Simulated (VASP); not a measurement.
Write the native input for VASP 6.6.1 that does the following.

```
Task                   : single point
Functional             : PBEsol
Potentials or basis    : VASP PAW PBE potentials, release 64 (Ga_d, N)
Cutoff                 : 520 eV
k mesh                 : 10 × 10 × 10
Occupations            : gaussian, width 0.01 eV
Spin                   : non-collinear spin, zero start, spin-orbit coupling
Starting moments       : [[0.0, 0.0, 0.0], [0.0, 0.0, 0.0]] μB
Dipole correction      : no
Further INCAR settings : ALGO = Normal; EDIFF = 1e-06; NBANDS = 30
```

The structure of GaN lies in POSCAR:

```
GaN
1.0
    2.2378915854      2.2378915854      0.0000000000
   -2.2378915854      2.2378915854      0.0000000000
    0.0000000000      2.2378915854      2.2609215658
Ga N
1 1
Direct
    0.0000000000      0.0000000000      0.0000000000
    0.2500000000      0.7500000000      0.5000000000
```

This cell differs from its parent crystal: film at in-plane strain -0.005.

These files were run (other wordings do the same):

INCAR

```
  PREC = Accurate
  ENCUT = 520
  EDIFF = 1E-6
  ISMEAR = 0
  SIGMA = 0.01
  LREAL = F
  LASPH = T
  NELM = 150
  ALGO = Normal
  ISIF = 2
  LWAVE = F
  LCHARG = F
  LNONCOLLINEAR = T
  MAGMOM = 0 0 0 0 0 0
  LORBIT = 11
  LSORBIT = T
  GGA_COMPAT = F
  LORBMOM = T
  GGA = PS
  NBANDS = 30
```

KPOINTS

```
Automatic mesh
0
Gamma
  10 10 10
```

Potentials or basis: VASP PAW PBE potentials, release 64 (Ga_d, N).

The run is started by

```console
$ cat potpaw_PBE.64/Ga_d/POTCAR potpaw_PBE.64/N/POTCAR > POTCAR
$ mpirun -np 1 vasp_ncl > vasp.out
```

Results of the run:

```yaml
Pressure: 0.7 GPa
Net_moment: 0.00 μB per cell
Valence_electrons_inside_the_program's_atomic_spheres: Ga 11.89; N 3.73
```

Caveat: the cell differs from its parent crystal (film at in-plane strain -0.005); the PAW data sets were made with another functional, which shifts forces and pressure a little.

It took 82 s on 1 thread of Intel(R) Xeon(R) 6975P-C (Granite Rapids) (shared host), peak memory 0.3 GiB.
